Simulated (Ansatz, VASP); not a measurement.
**Rh6N in VASP and in Ansatz**

Contents of INCAR:

```
SYSTEM = Rh6N
  ALGO = Normal
  DIPOL = 0.5 0.5 0.289
  EDIFF = 1E-7
  ENCUT = 520
  GGA = PE
  IDIPOL = 3
  ISIF = 2
  ISMEAR = 0
  LASPH = .TRUE.
  LCHARG = .TRUE.
  LDIPOL = .TRUE.
  LELF = .TRUE.
  LREAL = .FALSE.
  LVACPOTAV = .TRUE.
  LVHAR = .TRUE.
  LWAVE = .FALSE.
  NBANDS = 108
  NELM = 100
  PREC = Accurate
  SIGMA = 0.1
```

The input KPOINTS:

```
k-points
0
G
  5 5 1
  0 0 0
```

Contents of POSCAR:

```
Rh6N
1.0
    5.4163401137      0.0000000000      0.0000000000
    0.0000000000      5.4163401137      0.0000000000
    0.0000000000      0.0000000000     21.6737366391
Rh N
12 2
Direct
    0.2500000000      0.2500000000      0.1845551631
    0.2500000000      0.7500000000      0.1845551631
    0.7500000000      0.2500000000      0.1845551631
    0.7500000000      0.7500000000      0.1845551631
    0.0000000000      0.0000000000      0.2693761940
    0.0000000000      0.5000000000      0.2693761940
    0.5000000000      0.0000000000      0.2693761940
    0.5000000000      0.5000000000      0.2693761940
    0.2500000000      0.2500000000      0.3540569292
    0.2500000000      0.7500000000      0.3540569292
    0.7500000000      0.2500000000      0.3540569292
    0.7500000000      0.7500000000      0.3540569292
   -0.2386297708      0.0000000000      0.4057323749
    0.2386297708      0.0000000000      0.4057323749
```

Input for Ansatz:

```yaml
crystal:
  lattice:
    - [5.4163401137, 0.0, 0.0]
    - [0.0, 5.4163401137, 0.0]
    - [0.0, 0.0, 21.6737366391]
  atoms:
    - { symbol: Rh, position: [0.25, 0.25, 0.1845551631] }
    - { symbol: Rh, position: [0.25, 0.75, 0.1845551631] }
    - { symbol: Rh, position: [0.75, 0.25, 0.1845551631] }
    - { symbol: Rh, position: [0.75, 0.75, 0.1845551631] }
    - { symbol: Rh, position: [0.0, 0.0, 0.269376194] }
    - { symbol: Rh, position: [0.0, 0.5, 0.269376194] }
    - { symbol: Rh, position: [0.5, 0.0, 0.269376194] }
    - { symbol: Rh, position: [0.5, 0.5, 0.269376194] }
    - { symbol: Rh, position: [0.25, 0.25, 0.3540569292] }
    - { symbol: Rh, position: [0.25, 0.75, 0.3540569292] }
    - { symbol: Rh, position: [0.75, 0.25, 0.3540569292] }
    - { symbol: Rh, position: [0.75, 0.75, 0.3540569292] }
    - { symbol: "N", position: [-0.2386297708, 0.0, 0.4057323749] }
    - { symbol: "N", position: [0.2386297708, 0.0, 0.4057323749] }
basis:
  ecutwfc: 420
kpoints:
  mp_grid: { grid: [5, 5, 1] }
hamiltonian:
  xc: pbe
scf:
  occupations: { method: gaussian, width: 0.1 }
output:
  forces: true
  eigenvalues: true
efield:
  axis: 3
  dipole_correction: true
  ramp_width: 0.04
```

Alike in both runs: task single point; functional PBE; k mesh 5 × 5 × 1; occupations gaussian, width 0.1 eV; no spin polarisation.

|  | VASP | Ansatz |
| --- | --- | --- |
| version | VASP 6.6.1 | Ansatz 0.2.0 |
| potentials or method | VASP PAW PBE potentials, release 64 (Rh_pv, N), cutoff 520 eV | scalar-relativistic, plane waves, PAW |
| valence electrons in the cell | 190 | 214 |

|  | VASP | Ansatz | Ansatz less VASP |
| --- | --- | --- | --- |
| gap on the k mesh at the Fermi level (eV) | none | none | - |
| rms of the force components (eV/Å) | 0.826 | 0.797 | -0.0295 |
| work function, face that differs most (eV) | 5.79 | 5.78 | -0.009 |

Atom by atom the forces differ by 0.044 eV/Å (rms over components). A gap of «none» marks a metal or a gap that the smearing closes. With one functional, cell and mesh, what is left measures potentials, basis and numerics. VASP's potentials hold 190 valence electrons a cell and Ansatz's 214, so a difference there can come from the potentials and not from the codes.
